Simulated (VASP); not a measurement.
# GaN (F-43m) in VASP: notebook, part 2 of 3

VASP 6.6.1. Earlier steps stand in the parts before.

## (4) Vibrations by perturbation theory, PBEsol (phonons at volume x 0.98)

Input file INCAR:

```
PREC     = Accurate       # precision mode
ENCUT    = 520            # plane-wave cutoff, eV
EDIFF    = 1E-8           # SCF threshold, eV
ISMEAR   = 0              # smearing method
SIGMA    = 0.01           # smearing width, eV
LREAL    = False          # projectors in reciprocal space
LASPH    = True           # aspherical terms in the spheres
NELM     = 100            # most SCF steps
ALGO     = Normal         # electronic algorithm
ISIF     = 2              # what is computed and relaxed
LWAVE    = False          # write WAVECAR
LCHARG   = True           # write CHGCAR
GGA      = PS             # functional
IBRION   = 8              # ionic algorithm
NSW      = 1              # ionic steps
LEPSILON = True           # dielectric tensor by DFPT
```

Input file KPOINTS:

```
regular mesh
0
Gamma
  10 10 10
```

Input file POSCAR:

```
GaN
1.0
    0.0000000000      2.2339741476      2.2339741476
    2.2339741476      0.0000000000      2.2339741476
    2.2339741476      2.2339741476      0.0000000000
Ga N
1 1
Direct
    0.0000000000      0.0000000000      0.0000000000
    0.7500000000      0.7500000000      0.7500000000
```

Potentials or basis: VASP PAW PBE potentials, release 64 (Ga_d, N).

Started as:

```bash
cat potpaw_PBE.64/Ga_d/POTCAR potpaw_PBE.64/N/POTCAR > POTCAR
mpirun -np 1 vasp_std > vasp.out
```

OUTCAR:

```text
PREC = Accurate
   ENCUT = 520
   EDIFF = 1E-8
   ISMEAR = 0
   LREAL = False
   LASPH = True
   NELM = 100
   ISIF = 2
   GGA = PS
   IBRION = 8
   NSW = 1
   LEPSILON = True

 ion  position               nearest neighbor table
   1  0.000  0.000  0.000-   2 1.93   2 1.93   2 1.93   2 1.93
   2  0.750  0.750  0.750-   1 1.93   1 1.93   1 1.93   1 1.93

  LATTYP: Found a face centered cubic cell.
 ALAT       =     4.4679482952

[... 711 lines left out ...]
      3.350961  3.350961  3.350961     0.000000    0.000000    0.912440
[... 21 lines left out ...]
   6 f/i=    0.004966 THz     0.031202 2PiTHz    0.165649 cm-1     0.020538 meV
             X         Y         Z           dx          dy          dz
      0.000000  0.000000  0.000000    -0.551744    0.501340    0.526102
      3.350961  3.350961  3.350961    -0.247446    0.224841    0.235946

--------------------------------------------------------------------------------------------------------

 MACROSCOPIC STATIC DIELECTRIC TENSOR IONIC CONTRIBUTION
 ------------------------------------------------------
           4.370621     0.000000    -0.000000
           0.000000     4.370621     0.000000
          -0.000000     0.000000     4.370621
 ------------------------------------------------------

 ELASTIC MODULI CONTR FROM IONIC RELAXATION (kBar)
 Direction    XX          YY          ZZ          XY          YZ          ZX
 --------------------------------------------------------------------------------
 XX          -0.0000      0.0000      0.0000     -0.0000      0.0000     -0.0000
 YY           0.0000     -0.0000      0.0000     -0.0000     -0.0000      0.0000
 ZZ           0.0000      0.0000     -0.0000      0.0000     -0.0000     -0.0000
 XY          -0.0000     -0.0000      0.0000   -447.1442      0.0000      0.0000
 YZ           0.0000     -0.0000     -0.0000      0.0000   -447.1442      0.0000
 ZX          -0.0000      0.0000     -0.0000      0.0000      0.0000   -447.1442
 --------------------------------------------------------------------------------

 PIEZOELECTRIC TENSOR IONIC CONTR  for field in x, y, z        (C/m^2)
          XX          YY          ZZ          XY          YZ          ZX
  --------------------------------------------------------------------------------
  x     0.00000    -0.00000    -0.00000     0.00000    -1.31543     0.00000
  y    -0.00000     0.00000    -0.00000    -0.00000     0.00000    -1.31543
  z    -0.00000    -0.00000     0.00000    -1.31543     0.00000    -0.00000
```

stdout:

```text
POSCAR found type information on POSCAR GaN
 POSCAR found :  2 types and       2 ions
 scaLAPACK will be used
 -----------------------------------------------------------------------------
|                                                                             |
[... 105 lines left out ...]
 onal to |phi(0)> (1.031274001690452E-004,5.107025913275720E-015)
 LRF_COMMUTATOR internal error: the vector H(1)-e(1) S(1) |phi(0)> is not orthog
 onal to |phi(0)> (-1.088171692040021E-004,1.429412144204889E-015)
 LRF_COMMUTATOR internal error: the vector H(1)-e(1) S(1) |phi(0)> is not orthog
 onal to |phi(0)> (1.458011088195099E-004,1.582067810090848E-015)
 Linear response to external field (no local field effect), progress :
  Direction:   1
 dielectric tensor                  component  1 :     6.916     2.565     0.624
 Linear response to external field (no local
```

It took 2.2 min on 1 thread of Intel Xeon 6975P-C (Granite Rapids), shared host; peak memory 0.25 GiB.

Results:

* Electronic dielectric tensor (diagonal): 5.89
* Born charges (mean of the diagonal): Ga +2.64; N -2.64 e
* Highest phonon frequency at Γ, LO-TO splitting left out: 550 cm⁻¹

Phonon frequencies in cm⁻¹ (negative: imaginary):
| q point | frequencies |
| --- | --- |
| (0.000, 0.000, 0.000) | 0 0 0 550 550 550 |

Electronic dielectric tensor:
```
5.89 0.00 0.00
0.00 5.89 0.00
0.00 0.00 5.89
```

Born effective charge tensors (e):
atom 1, Ga
```
2.64 0.00 0.00
0.00 2.64 0.00
0.00 0.00 2.64
```
atom 2, N
```
-2.64  0.00  0.00
 0.00 -2.64  0.00
 0.00  0.00 -2.64
```

Caveat: the cell differs from its parent crystal (phonons at volume x 0.98); the cell wasn't relaxed at this level first, which shifts response properties; the PAW data sets were made with another functional, which shifts forces and pressure a little.

## (5) Vibrations by perturbation theory, PBEsol

This run uses another cell than the first one, of 11.38 Å³/atom, 1.054 times its volume.

Input file INCAR:

```
SYSTEM = GaN
PREC = Accurate
ENCUT = 520
EDIFF = 1E-8
ISMEAR = 0
SIGMA = 0.01
LREAL = .FALSE.
LASPH = .TRUE.
NELM = 60
ALGO = Normal
ISIF = 2
LWAVE = .FALSE.
LCHARG = .FALSE.
GGA = PS
IBRION = 8
NSW = 1
LEPSILON = .TRUE.
```

Input file KPOINTS:

```
regular mesh
0
G
  10 10 10
  0 0 0
```

Input file POSCAR:

```
GaN
1.0
    0.0000000000      2.2490690254      2.2490690254
    2.2490690254      0.0000000000      2.2490690254
    2.2490690254      2.2490690254      0.0000000000
Ga N
1 1
Direct
    0.0000000000      0.0000000000      0.0000000000
    0.7500000000      0.7500000000      0.7500000000
```

Potentials or basis: VASP PAW PBE potentials, release 64 (Ga_d, N).

Started as:

```bash
cat potpaw_PBE.64/Ga_d/POTCAR potpaw_PBE.64/N/POTCAR > POTCAR
mpirun -np 1 vasp_std > vasp.out
```

OUTCAR:

```text
SYSTEM = GaN
   PREC = Accurate
   ENCUT = 520
   EDIFF = 1E-8
   ISMEAR = 0
   LREAL = .FALSE.
   LASPH = .TRUE.
   NELM = 60
   ISIF = 2
   GGA = PS
   IBRION = 8
   NSW = 1
   LEPSILON = .TRUE.

 ion  position               nearest neighbor table
   1  0.000  0.000  0.000-   2 1.95   2 1.95   2 1.95   2 1.95
   2  0.750  0.750  0.750-   1 1.95   1 1.95   1 1.95   1 1.95

  LATTYP: Found a face centered cubic cell.
 ALAT       =     4.4981380508

  Lattice vectors:

 A1 = (   0.0000000000,   2.2490690254,   2.2490690254)
 A2 = (   2.2490690254,   0.0000000000,   2.2490690254)
 A3 = (   2.2490690254,   2.2490690254,   0.0000000000)

Analysis of symmetry for initial positions (statically):
=====================================================================
 Subroutine PRICEL returns:
 Original cell was already a primitive cell.

 Routine SETGRP: Setting up the symmetry group for a
 face centered cubic supercell.

 Subroutine GETGRP returns: Found 24 space group operations
 (whereof 24 operations were pure point group operations)
 out of a pool of 48 trial point group operations.

The static configuration has the point symmetry T_d .

Analysis of symmetry for dynamics (positions and initial velocities):
=====================================================================
 Subroutine PRICEL returns:
 Original cell was already a primitive cell.

 Routine SETGRP: Setting up the symmetry group for a
 face centered cubic supercell.

 Subroutine GETGRP returns: Found 24 space group operations
 (whereof 24 operations were pure point group operations)
 out of a pool of 48 trial point group operations.

The dynamic configuration has the point symmetry T_d .

 Subroutine INISYM returns: Found 24 space group operations
 (whereof 24 operations are pure point group operations),
 and found     1 'primitive' translations

----------------------------------------------------------------------------------------

                                     Primitive cell

  volume of cell :      22.7530

  direct lattice vectors                    reciprocal lattice vectors
     0.000000000  2.249069025  2.249069025    -0.222314208  0.222314208  0.222314208
     2.249069025  0.000000000  2.249069025     0.222314208 -0.222314208  0.222314208
     2.249069025  2.249069025  0.000000000     0.222314208  0.222314208 -0.222314208

  length of vectors
     3.180663918  3.180663918  3.180663918     0.385059504  0.385059504  0.385059504

  position of ions in fractional coordinates (direct lattice)
     0.000000000  0.000000000  0.000000000
     0.750000000  0.750000000  0.750000000

[... 572 lines left out ...]
 -----------------------------------------------------------------------------
    -0.00107  1.01691  0.00000
     1.01691 -0.00107  0.00000
     0.00000  0.00000  0.00141

--------------------------------------- Ionic step        4  -------------------------------------------

------------------------ aborting loop because EDIFF is reached ----------------------------------------

[... ionic steps 5 to 6 ...]

--------------------------------------- Ionic step        7  -------------------------------------------

 Free energy of the ion-electron system (eV)
  ---------------------------------------------------
  ---------------------------------------------------
  free energy    TOTEN  =        -0.23178551 eV

  energy without entropy =       -0.23178551

------------------------ aborting loop because EDIFF is reached ----------------------------------------

 INTERNAL STRAIN TENSOR  FOR ION    2  DIRECTION 1   (eV/Angst):
 -----------------------------------------------------------------------------
     0.00094  0.00000  0.00000
     0.00000 -0.00381  8.15342
     0.00000  8.15342 -0.00381

 MACROSCOPIC STATIC DIELECTRIC TENSOR (including local field effects in DFT)
 ------------------------------------------------------
           6.036642    -0.000000    -0.000000
           0.000000     6.036642     0.000000
           0.000000     0.000000     6.036642
 ------------------------------------------------------

 PIEZOELECTRIC TENSOR (including local field effects)  for field in x, y, z        (e  Angst)
          XX          YY          ZZ          XY          YZ          ZX
  --------------------------------------------------------------------------------
  x     0.00000     0.00000     0.00000     0.00000     1.44558     0.00000
  y     0.00000     0.00000     0.00000     0.00000     0.00000     1.44558
  z    -0.00000    -0.00000     0.00000     1.44558     0.00000     0.00000

 PIEZOELECTRIC TENSOR (including local field effects)  for field in x, y, z        (C/m^2)
          XX          YY          ZZ          XY          YZ          ZX
  --------------------------------------------------------------------------------
  x     0.00000     0.00000     0.00000     0.00000     1.01792     0.00000
  y     0.00000     0.00000     0.00000     0.00000     0.00000     1.01792
  z    -0.00000    -0.00000     0.00000     1.01792     0.00000     0.00000

 BORN EFFECTIVE CHARGES (including local field effects) (in |e|, cummulative output)
 ---------------------------------------------------------------------------------
 ion    1
    1     2.65248    -0.00000     0.00000
    2    -0.00000     2.65248    -0.00000
    3     0.00000    -0.00000     2.65248
 ion    2
    1    -2.65248     0.00000    -0.00000
    2     0.00000    -2.65248     0.00000
    3    -0.00000     0.00000    -2.65248

 INTERNAL STRAIN TENSOR FOR ION    2 for displacements in x,y,z  (eV/Angst):
          X           Y           Z          XY          YZ          ZX
  --------------------------------------------------------------------------------
  x     0.00000     0.00000     0.00000     0.00000     8.15342     0.00000
  y     0.00000     0.00000     0.00000     0.00000     0.00000     8.15342
  z     0.00000     0.00000     0.00000     8.15342     0.00000     0.00000

 SECOND DERIVATIVES (NOT SYMMETRIZED)
 ------------------------------------
               1X          1Y          1Z          2X          2Y          2Z
  1X   -12.214784    0.000000    0.000000   12.214784    0.000000    0.000000
  1Y     0.000000  -12.214784    0.000000    0.000000   12.214784    0.000000
  1Z     0.000000    0.000000  -12.214784    0.000000    0.000000   12.214784
  2X    12.186923    0.000000    0.000000  -12.186923    0.000000    0.000000
  2Y     0.000000   12.186923    0.000000    0.000000  -12.186923    0.000000
  2Z     0.000000    0.000000   12.186923    0.000000    0.000000  -12.186923

 Eigenvectors and eigenvalues of the dynamical matrix
 ----------------------------------------------------

   1 f  =   15.985942 THz   100.442634 2PiTHz  533.233620 cm-1    66.112513 meV
             X         Y         Z           dx          dy          dz
      0.000000  0.000000  0.000000    -0.000000   -0.074457   -0.402495
      3.373604  3.373604  3.373604     0.000000    0.165967    0.897167
[... 21 lines left out ...]
   6 f/i=    0.006816 THz     0.042829 2PiTHz    0.227371 cm-1     0.028190 meV
             X         Y         Z           dx          dy          dz
      0.000000  0.000000  0.000000    -0.038045    0.241688    0.878973
      3.373604  3.373604  3.373604    -0.017068    0.108428    0.394333

--------------------------------------------------------------------------------------------------------

 MACROSCOPIC STATIC DIELECTRIC TENSOR IONIC CONTRIBUTION
 ------------------------------------------------------
           4.586061     0.000000     0.000000
           0.000000     4.586061     0.000000
           0.000000     0.000000     4.586061
 ------------------------------------------------------

 ELASTIC MODULI CONTR FROM IONIC RELAXATION (kBar)
 Direction    XX          YY          ZZ          XY          YZ          ZX
 --------------------------------------------------------------------------------
 XX          -0.0000     -0.0000     -0.0000     -0.0000     -0.0000     -0.0000
 YY          -0.0000     -0.0000     -0.0000     -0.0000     -0.0000     -0.0000
 ZZ          -0.0000     -0.0000     -0.0000     -0.0000     -0.0000     -0.0000
 XY          -0.0000     -0.0000     -0.0000   -355.9831     -0.0000     -0.0000
 YZ          -0.0000     -0.0000     -0.0000     -0.0000   -355.9831     -0.0000
 ZX          -0.0000     -0.0000     -0.0000     -0.0000     -0.0000   -355.9831
 --------------------------------------------------------------------------------

 PIEZOELECTRIC TENSOR IONIC CONTR  for field in x, y, z        (C/m^2)
          XX          YY          ZZ          XY          YZ          ZX
  --------------------------------------------------------------------------------
  x    -0.00000    -0.00000    -0.00000    -0.00000    -1.20228    -0.00000
  y    -0.00000    -0.00000    -0.00000    -0.00000    -0.00000    -1.20228
  z    -0.00000    -0.00000    -0.00000    -1.20228    -0.00000    -0.00000
```

OSZICAR:

```text
N       E                     dE             d eps       ncg     rms          rms(c)
DAV:   1     0.863784583011E+02    0.86378E+02   -0.98741E+03  1307   0.250E+03
DAV:   2    -0.795908986535E+01   -0.94338E+02   -0.89483E+02  1347   0.367E+02
DAV:   3    -0.148315236297E+02   -0.68724E+01   -0.68301E+01  1387   0.881E+01
DAV:   4    -0.149374436314E+02   -0.10592E+00   -0.10581E+00  1414   0.119E+01
[... 183 lines left out ...]
RMM:   8    -0.231785595181E+00    0.76198E-05   -0.81533E-09  8586   0.109E-03    0.513E-05
RMM:   9    -0.231785579988E+00    0.15192E-07    0.28372E-09  8833   0.300E-04    0.164E-05
RMM:  10    -0.231785546991E+00    0.32997E-07   -0.83595E-10  8712   0.110E-04    0.225E-06
RMM:  11    -0.231785519311E+00    0.27680E-07   -0.86117E-10  8795   0.499E-05    0.152E-06
RMM:  12    -0.231785512465E+00    0.68460E-08   -0.12991E-09  8226   0.317E-05    0.126E-07
 Linear response finished
```

Wall time 2.3 min (1 thread of Intel Xeon 6975P-C (Granite Rapids), shared host); peak memory 0.25 GiB.

Results:

```yaml
Electronic_dielectric_tensor_diagonal: 6.04
Born_charges_mean_of_the_diagonal: Ga +2.65; N -2.65 e
Highest_phonon_frequency_at_Γ_LO-TO_splitting_left_out: 533 cm⁻¹
```

Phonon frequencies in cm⁻¹ (negative: imaginary):
| q point | frequencies |
| --- | --- |
| (0.000, 0.000, 0.000) | 0 0 0 533 533 533 |

Electronic dielectric tensor:
```
6.04 0.00 0.00
0.00 6.04 0.00
0.00 0.00 6.04
```

Born effective charge tensors (e):
atom 1, Ga
```
2.65 0.00 0.00
0.00 2.65 0.00
0.00 0.00 2.65
```
atom 2, N
```
-2.65  0.00  0.00
 0.00 -2.65  0.00
 0.00  0.00 -2.65
```

Caveat: the PAW data sets were made with another functional, which shifts forces and pressure a little.

(Continued in part 3 of 3.)
